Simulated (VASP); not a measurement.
# KCl in VASP: further runs

KCl is run at these levels: PBE; tasks: single point.

Everything below comes from runs of VASP 6.6.1. Logs are shortened: lines on timing, memory, paths and dates and some standing lists are left out, and cuts for length are marked.

## 1. The cell of the first run

It takes space group P4/mmm (No. 123, tetragonal). Conventional cell: a = 3.663 Å, b = 3.663 Å, c = 3.771 Å, α = 90.00°, β = 90.00°, γ = 90.00°. K (site symmetry 4/mmm) has 8 Cl at 3.20 Å and 6 K at 3.66 to 3.77 Å within 4.2 Å. Within 4.2 Å of Cl (site symmetry 4/mmm) lie 8 K at 3.20 Å and 6 Cl at 3.66 to 3.77 Å.

## 2. Single point, PBE (biaxial xy strain -2.9%)

INCAR reads:

```
PREC     = Accurate       # precision mode
ENCUT    = 520            # plane-wave cutoff, eV
EDIFF    = 1E-6           # SCF threshold, eV
ISMEAR   = -1             # smearing method
SIGMA    = 0.02           # smearing width, eV
LREAL    = F              # projectors in reciprocal space
LASPH    = T              # aspherical terms in the spheres
NELM     = 100            # most SCF steps
ALGO     = Normal         # electronic algorithm
ISIF     = 2              # what is computed and relaxed
LWAVE    = F              # write WAVECAR
LCHARG   = F              # write CHGCAR
GGA      = PE             # functional
NBANDS   = 15             # bands
```

KPOINTS reads:

```
regular mesh
0
Gamma
  8 8 8
```

POSCAR reads:

```
KCl
1.0
    3.6633128774      0.0000000000      0.0000000000
    0.0000000000      3.6633128774      0.0000000000
    0.0000000000      0.0000000000      3.7711682906
K Cl
1 1
Direct
    0.0000000000      0.0000000000      0.0000000000
    0.5000000000      0.5000000000      0.5000000000
```

Potentials or basis: VASP PAW PBE potentials, release 64 (K_sv, Cl).

Run with:

```console
cat potpaw_PBE.64/K_sv/POTCAR potpaw_PBE.64/Cl/POTCAR > POTCAR
mpirun -np 1 vasp_std > vasp.out
```

OUTCAR:

```text
PREC = Accurate
   ENCUT = 520
   EDIFF = 1E-6
   ISMEAR = -1
   LREAL = F
   LASPH = T
   NELM = 100
   ISIF = 2
   GGA = PE

 ion  position               nearest neighbor table
   1  0.000  0.000  0.000-   2 3.20   2 3.20   2 3.20   2 3.20   2 3.20   2 3.20   2 3.20   2 3.20

   2  0.500  0.500  0.500-   1 3.20   1 3.20   1 3.20   1 3.20   1 3.20   1 3.20   1 3.20   1 3.20

  LATTYP: Found a simple tetragonal cell.
 ALAT       =     3.6633128774
 C/A-ratio  =     1.0294420424

  Lattice vectors:

 A1 = (   3.6633128774,   0.0000000000,   0.0000000000)
 A2 = (   0.0000000000,   3.6633128774,   0.0000000000)
 A3 = (   0.0000000000,   0.0000000000,   3.7711682906)

Analysis of symmetry for initial positions (statically):
=====================================================================
 Subroutine PRICEL returns:
 Original cell was already a primitive cell.

 Routine SETGRP: Setting up the symmetry group for a
 simple tetragonal supercell.

 Subroutine GETGRP returns: Found 16 space group operations
 (whereof 16 operations were pure point group operations)
 out of a pool of 16 trial point group operations.

The static configuration has the point symmetry D_4h.

Analysis of symmetry for dynamics (positions and initial velocities):
=====================================================================
 Subroutine PRICEL returns:
 Original cell was already a primitive cell.

 Routine SETGRP: Setting up the symmetry group for a
 simple tetragonal supercell.

 Subroutine GETGRP returns: Found 16 space group operations
 (whereof 16 operations were pure point group operations)
 out of a pool of 16 trial point group operations.

The dynamic configuration has the point symmetry D_4h.

 Subroutine INISYM returns: Found 16 space group operations
 (whereof 16 operations are pure point group operations),
 and found     1 'primitive' translations

----------------------------------------------------------------------------------------

                                     Primitive cell

  volume of cell :      50.6086

  direct lattice vectors                    reciprocal lattice vectors
     3.663312877  0.000000000  0.000000000     0.272976957  0.000000000  0.000000000
     0.000000000  3.663312877  0.000000000     0.000000000  0.272976957  0.000000000
     0.000000000  0.000000000  3.771168291     0.000000000  0.000000000  0.265169816

  length of vectors
     3.663312877  3.663312877  3.771168291     0.272976957  0.272976957  0.265169816

[... 85 lines left out ...]
   NFREE  =      0    steps in history (QN), initial steepest desc. (CG)
   ISIF   =      2    stress and relaxation
   ISYM   =      2    0-nonsym 1-usesym 2-fastsym
   POTIM  = 0.5000    time-step for ionic-motion
   TEBEG  =    0.0;   TEEND  =   0.0 temperature during run
   PSTRESS=    0.0 pullay stress
   NELECT =      16.0000    total number of electrons
   NUPDOWN=      -1.0000    fix difference up-down
   EMIN   =  10.00;   EMAX   =-10.00  energy-range for DOS
   EFERMI =   0.00;   METHOD = LEGACY
   ISMEAR =    -1;   SIGMA  =   0.02  broadening in eV -4-tet -1-fermi 0-gaus
   EFERMI_NEDOS =   21; number of points for ismear=-14 and -15
   IALGO  =     38    algorithm
   IMIX   =      4    mixing-type and parameters
     AMIX     =   0.40;   BMIX     =  1.00
     AMIX_MAG =   1.60;   BMIX_MAG =  1.00
  volume/ion in A,a.u.               =      25.30       170.76
  Fermi-wavevector in a.u.,A,eV,Ry     =   1.115253  2.107523 16.922789  1.243790
  Thomas-Fermi vector in A             =   2.251856
   LORBIT       =      0    0 simple, 1 ext, 2 COOP (PROOUT), +10 PAW based schemes
   GGA     = PE    functional components
   LHFCALC =     F    Hartree Fock is set to
   AEXX    =    0.0000 exact exchange contribution
   IVDW    =     0    specifies the selected vdW correction
   LEPSILON=     F    determine dielectric tensor
   LRPA    =     F    only Hartree local field effects (RPA)
 non-spin polarized calculation
  energy-cutoff  :      520.00
  volume of cell :       50.61
 maximum number of plane-waves:      1379
 NGX is ok and might be reduce to    28
   NGX = 13   NGY = 13   NGZ = 15

 number of electron      15.9999997 magnetization

 Free energy of the ion-electron system (eV)
  ---------------------------------------------------
  ext. energy  EPLUGINS =         0.00000000
  ---------------------------------------------------
  free energy    TOTEN  =        -6.60497190 eV

  energy without entropy =       -6.60497190  energy(sigma->0) =       -6.60497190

 E-fermi :   0.2079     XC(G=0):  -8.5660

 val. band max:       -0.1924849151   @ k =   0.5000   0.0000   0.5000
 cond. band min:       5.0450499811   @ k =   0.0000   0.0000   0.0000
 fundamental gap:      5.2375348962
 Fermi energy:         0.2078772745

 k-point     1 :       0.0000    0.0000    0.0000
  band No.  band energies     occupation
      1     -28.1345      2.00000
      2     -13.0366      2.00000
      3     -11.5093      2.00000
      4     -11.4876      2.00000
      5     -11.4876      2.00000
      6      -0.5788      2.00000
      7      -0.4076      2.00000
      8      -0.4076      2.00000
      9       5.0450      0.00000
     10       6.1560      0.00000
     11       6.2688      0.00000
     12      10.6190      0.00000
     13      10.6190      0.00000
     14      10.8352      0.00000
[... 401 lines left out ...]
      2     -13.1205      2.00000
      3     -11.5033      2.00000
      4     -11.4881      2.00000
      5     -11.4298      2.00000
      6      -2.1425      2.00000
      7      -0.7832      2.00000
      8      -0.5880      2.00000
      9       7.8104      0.00000
     10       8.0896      0.00000
     11       8.2717      0.00000
     12       9.6766      0.00000
     13      10.2498      0.00000
     14      10.3973      0.00000
     15      11.6483      0.00000

 [... further k-points ...]
[... 5 lines left out ...]
  --------------------------------------------------------------------------------------
  -------------------------------------------------------------------------------------
  Total        0.9957781      0.9957781      0.5509246      0.0000000      0.0000000      0.0000000
  in kB       31.5245741     31.5245741     17.4412995      0.0000000      0.0000000      0.0000000
  external PRESSURE =      26.8301492 kB  Pullay stress =       0.0000000 kB

 VOLUME and BASIS-vectors are now :
 -----------------------------------------------------------------------------
  energy-cutoff  :      520.00
  volume of cell :       50.61
      direct lattice vectors                 reciprocal lattice vectors
     3.663312877  0.000000000  0.000000000     0.272976957  0.000000000  0.000000000
     0.000000000  3.663312877  0.000000000     0.000000000  0.272976957  0.000000000
     0.000000000  0.000000000  3.771168291     0.000000000  0.000000000  0.265169816

 POSITION                                       TOTAL-FORCE (eV/Angst)
 -----------------------------------------------------------------------------------
      0.00000      0.00000      0.00000         0.000000      0.000000      0.000000
      1.83166      1.83166      1.88558         0.000000      0.000000      0.000000
 -----------------------------------------------------------------------------------
    total drift:                               -0.000000      0.000000      0.000000

  FREE ENERGIE OF THE ION-ELECTRON SYSTEM (eV)
  ---------------------------------------------------
  free  energy   TOTEN  =        -6.6049718973 eV

  energy  without entropy=       -6.6049718973  energy(sigma->0) =       -6.60497190
```

Wall time 15 s (1 thread of Intel Xeon 6975P-C (Granite Rapids), shared host); peak memory 0.18 GiB.

Results:

```
Free energy            : -6.6050 eV
Pressure               : 2.7 GPa
Band gap on the k mesh : 5.24 eV, indirect (least direct gap 5.45 eV)
```

Caveat: the cell differs from its parent crystal (biaxial xy strain -2.9%). A k mesh can miss the band edges.

## 3. Single point, PBE (uniaxial x strain -0.3%)

INCAR reads:

```
SYSTEM = KCl
PREC = Accurate ; ENCUT = 520
EDIFF = 1E-6 ; ISMEAR = -1
SIGMA = 0.02 ; LREAL = .FALSE.
LASPH = .TRUE. ; NELM = 100
ALGO = Normal ; ISIF = 2
LWAVE = .FALSE. ; LCHARG = .FALSE.
GGA = PE ; NBANDS = 15
```

KPOINTS reads:

```
regular mesh
0
G
  8 8 8
  0 0 0
```

POSCAR reads:

```
KCl
1.0
    3.7583463184      0.0000000000      0.0000000000
    0.0000000000      3.7711682906      0.0000000000
    0.0000000000      0.0000000000      3.7711682906
K Cl
1 1
Direct
    0.0000000000      0.0000000000      0.0000000000
    0.5000000000      0.5000000000      0.5000000000
```

Potentials or basis: VASP PAW PBE potentials, release 64 (K_sv, Cl).

Run with:

```console
cat potpaw_PBE.64/K_sv/POTCAR potpaw_PBE.64/Cl/POTCAR > POTCAR
mpirun -np 1 vasp_std > vasp.out
```

OUTCAR:

```text
SYSTEM = KCl
   PREC = Accurate
   ENCUT = 520
   EDIFF = 1E-6
   ISMEAR = -1
   LREAL = .FALSE.
   LASPH = .TRUE.
   NELM = 100
   ISIF = 2
   GGA = PE

 ion  position               nearest neighbor table
   1  0.000  0.000  0.000-
   2  0.500  0.500  0.500-

  LATTYP: Found a simple tetragonal cell.
 ALAT       =     3.7711682906
 C/A-ratio  =     0.9966000000

  Lattice vectors:

 A1 = (   0.0000000000,   3.7711682906,   0.0000000000)
 A2 = (   0.0000000000,   0.0000000000,   3.7711682906)
 A3 = (   3.7583463184,   0.0000000000,   0.0000000000)

Analysis of symmetry for initial positions (statically):
=====================================================================
 Subroutine PRICEL returns:
 Original cell was already a primitive cell.

 Routine SETGRP: Setting up the symmetry group for a
 simple tetragonal supercell.

 Subroutine GETGRP returns: Found 16 space group operations
 (whereof 16 operations were pure point group operations)
 out of a pool of 16 trial point group operations.

The static configuration has the point symmetry D_4h.

[... 164 lines left out ...]
 fundamental gap:      5.0336925513
 Fermi energy:        -0.0983153615

 k-point     1 :       0.0000    0.0000    0.0000
  band No.  band energies     occupation
      1     -28.5106      2.00000
      2     -13.2215      2.00000
      3     -11.8860      2.00000
      4     -11.8860      2.00000
      5     -11.8840      2.00000
      6      -0.7648      2.00000
      7      -0.7648      2.00000
      8      -0.7454      2.00000
      9       4.4997      0.00000
     10       5.9655      0.00000
     11       5.9800      0.00000
     12      10.2336      0.00000
     13      10.2582      0.00000
     14      10.2582      0.00000
[... 401 lines left out ...]
      2     -13.0219      2.00000
      3     -12.1106      2.00000
      4     -12.0532      2.00000
      5     -11.8242      2.00000
      6      -1.9178      2.00000
      7      -1.6945      2.00000
      8      -0.5866      2.00000
      9       5.9406      0.00000
     10       6.9253      0.00000
     11       8.6250      0.00000
     12       8.6475      0.00000
     13      10.0576      0.00000
     14      10.9213      0.00000
     15      11.8876      0.00000

 [... further k-points ...]
[... 5 lines left out ...]
  --------------------------------------------------------------------------------------
  -------------------------------------------------------------------------------------
  Total        0.4267745      0.3746891      0.3746891     -0.0000000      0.0000000     -0.0000000
  in kB       12.7926481     11.2313784     11.2313784     -0.0000000      0.0000000     -0.0000000
  external PRESSURE =      11.7518017 kB  Pullay stress =       0.0000000 kB

 VOLUME and BASIS-vectors are now :
 -----------------------------------------------------------------------------
  energy-cutoff  :      520.00
  volume of cell :       53.45
      direct lattice vectors                 reciprocal lattice vectors
     3.758346318  0.000000000  0.000000000     0.266074469  0.000000000  0.000000000
     0.000000000  3.771168291  0.000000000     0.000000000  0.265169816  0.000000000
     0.000000000  0.000000000  3.771168291     0.000000000  0.000000000  0.265169816

 POSITION                                       TOTAL-FORCE (eV/Angst)
 -----------------------------------------------------------------------------------
      0.00000      0.00000      0.00000         0.000000      0.000000      0.000000
      1.87917      1.88558      1.88558         0.000000      0.000000      0.000000
 -----------------------------------------------------------------------------------
    total drift:                               -0.000000      0.000000      0.000000

  FREE ENERGIE OF THE ION-ELECTRON SYSTEM (eV)
  ---------------------------------------------------
  free  energy   TOTEN  =        -6.6437613064 eV

  energy  without entropy=       -6.6437613064  energy(sigma->0) =       -6.64376131
```

OSZICAR:

```text
N       E                     dE             d eps       ncg     rms          rms(c)
DAV:   1     0.103061939825E+03    0.10306E+03   -0.73096E+03  2250   0.977E+02
DAV:   2    -0.131251882039E+01   -0.10437E+03   -0.97179E+02  2988   0.245E+02
DAV:   3    -0.676982701893E+01   -0.54573E+01   -0.54308E+01  3091   0.496E+01
DAV:   4    -0.694327856353E+01   -0.17345E+00   -0.17341E+00  3318   0.811E+00
DAV:   5    -0.694471851104E+01   -0.14399E-02   -0.14399E-02  3189   0.812E-01    0.311E+00
DAV:   6    -0.667420142048E+01    0.27052E+00   -0.29047E-01  2810   0.323E+00    0.260E+00
DAV:   7    -0.664149188477E+01    0.32710E-01   -0.88824E-02  3034   0.198E+00    0.155E+00
DAV:   8    -0.664350921412E+01   -0.20173E-02   -0.16389E-02  3140   0.999E-01    0.210E-01
DAV:   9    -0.664352242460E+01   -0.13210E-04   -0.72998E-04  3069   0.189E-01    0.103E-01
DAV:  10    -0.664376406251E+01   -0.24164E-03   -0.32714E-04  2593   0.145E-01    0.265E-02
DAV:  11    -0.664376062042E+01    0.34421E-05   -0.11781E-05  3215   0.257E-02    0.752E-03
DAV:  12    -0.664376130636E+01   -0.68593E-06   -0.95149E-07  2107   0.836E-03
   1 F= -.66437613E+01 E0= -.66437613E+01  d E =-.227369E-11
```

Wall time 15 s (1 thread of Intel Xeon 6975P-C (Granite Rapids), shared host); peak memory 0.19 GiB.

What came out:

```
Free energy            : -6.6438 eV
Pressure               : 1.2 GPa
Band gap on the k mesh : 5.03 eV, indirect (least direct gap 5.25 eV)
```

Caveat: the cell differs from its parent crystal (uniaxial x strain -0.3%).

(Continued in part 2 of 2.)
